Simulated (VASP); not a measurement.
Set up this calculation in VASP 6.6.1, as the native input.

```
Task                   : single point
Functional             : LDA
Potentials or basis    : VASP PAW LDA potentials, release 64 (Mo_sv)
Cutoff                 : 520 eV
k mesh                 : 8 × 8 × 8
Occupations            : gaussian, width 0.1 eV
Spin                   : no spin polarisation
Dipole correction      : no
Further INCAR settings : ALGO = Normal; EDIFF = 1e-06; NBANDS = 13
```

The structure of Mo lies in POSCAR:

```
Mo
1.0
   -1.5561785687      1.5561785687      1.5561785687
    1.5561785687     -1.5561785687      1.5561785687
    1.5561785687      1.5561785687     -1.5561785687
Mo
1
Direct
    0.0000000000      0.0000000000      0.0000000000
```

One way to write it, as run:

INCAR

```
SYSTEM = Mo
PREC = Accurate
ENCUT = 520
EDIFF = 1E-6
ISMEAR = 0
SIGMA = 0.1
LREAL = .False.
LASPH = .True.
NELM = 80
ALGO = Normal
ISIF = 2
LWAVE = .False.
LCHARG = .False.
NBANDS = 13
```

KPOINTS

```
Automatic mesh
0
Gamma
  8 8 8
  0 0 0
```

Potentials or basis: VASP PAW LDA potentials, release 64 (Mo_sv).

The run is started by

```bash
$ cat potpaw_LDA.64/Mo_sv/POTCAR > POTCAR
$ mpirun -np 1 vasp_std > vasp.out
```

It gave:

The pressure is 1.3 GPa and the band gap on the k mesh is zero (band 7 reaches 17.29 eV, above the bottom of band 8 at 11.62 eV).

Run time: 2 s on 1 thread of Intel(R) Xeon(R) 6975P-C (Granite Rapids), on a shared host, peak memory 0.11 GiB.
